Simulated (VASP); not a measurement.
A run of VASP 6.6.1 is set up as follows.

Contents of INCAR:

```
SYSTEM = Li2Hg
  PREC = Accurate
  ENCUT = 520
  EDIFF = 1E-6
  ISMEAR = -1
  SIGMA = 0.05
  LREAL = .False.
  LASPH = .True.
  NELM = 100
  ALGO = Normal
  ISIF = 2
  LWAVE = .False.
  LCHARG = .False.
  GGA = CA
  NBANDS = 16
```

The input KPOINTS:

```
Automatic mesh
0
Gamma
  10 10 10
  0 0 0
```

POSCAR

```
Li2Hg
1.0
    0.0000000000      2.7632457258      2.7632457258
    2.7632457258      0.0000000000      2.7632457258
    2.7632457258      2.7632457258      0.0000000000
Hg Li
1 2
Direct
    0.0000000000      0.0000000000      0.0000000000
    0.2500000000      0.2500000000      0.2500000000
    0.7500000000      0.7500000000      0.7500000000
```

Potentials or basis: VASP PAW LDA potentials, release 64 (Hg, Li_sv).

Run with:

```bash
$ cat potpaw_LDA.64/Hg/POTCAR potpaw_LDA.64/Li_sv/POTCAR > POTCAR
$ mpirun -np 1 vasp_std > vasp.out
```

(1) What does it give for the band gap on the k mesh?

## Answers

(1) zero (band 9 reaches 9.60 eV, above the bottom of band 10 at 2.83 eV).

Caveat: spin-orbit coupling is left out, which moves the levels of the heavy elements.
